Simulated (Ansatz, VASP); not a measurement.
# Si2N in VASP and in Ansatz

```
CELL_PARAMETERS angstrom
4.90542 0.00000 0.00000
0.00000 5.00319 0.00000
0.00000 0.00000 3.29480
ATOMIC_POSITIONS crystal
Si 0.28789 0.31917 0.00000
Si 0.21211 0.81917 0.50000
Si 0.71211 0.68083 0.00000
Si 0.78789 0.18083 0.50000
N 0.00000 0.00000 0.00000
N 0.50000 0.50000 0.50000
```

Change from the starting cell: species swapped into the NiF2 type (Pnnm, No. 58).

Alike in both runs: task single point; functional PBE; k mesh 4 × 4 × 6; occupations gaussian, width 0.1 eV; collinear spin.

```csv
,VASP,Ansatz
version,VASP 6.6.1,Ansatz 0.2.0
potentials or method,"VASP PAW PBE potentials, release 64 (Si, N), cutoff 520 eV","scalar-relativistic, plane waves, PAW"
valence electrons in the cell,26,26
```

```csv
,VASP,Ansatz,Ansatz less VASP
gap on the k mesh at the Fermi level (eV),none,none,-
pressure (GPa),-2.3,-2.3,-0.08
"traceless stress, the component that is largest in VASP (GPa)",-3.26,-3.26,+0.006
rms of the force components (eV/Å),0.396,0.397,+0.0007
net moment per atom (μB),0.00,0.00,0.000
```

Atom by atom the forces differ by 0.001 eV/Å (rms over components). A gap of «none» marks a metal or a gap that the smearing closes. Ansatz's warnings: seeded moment not kept.
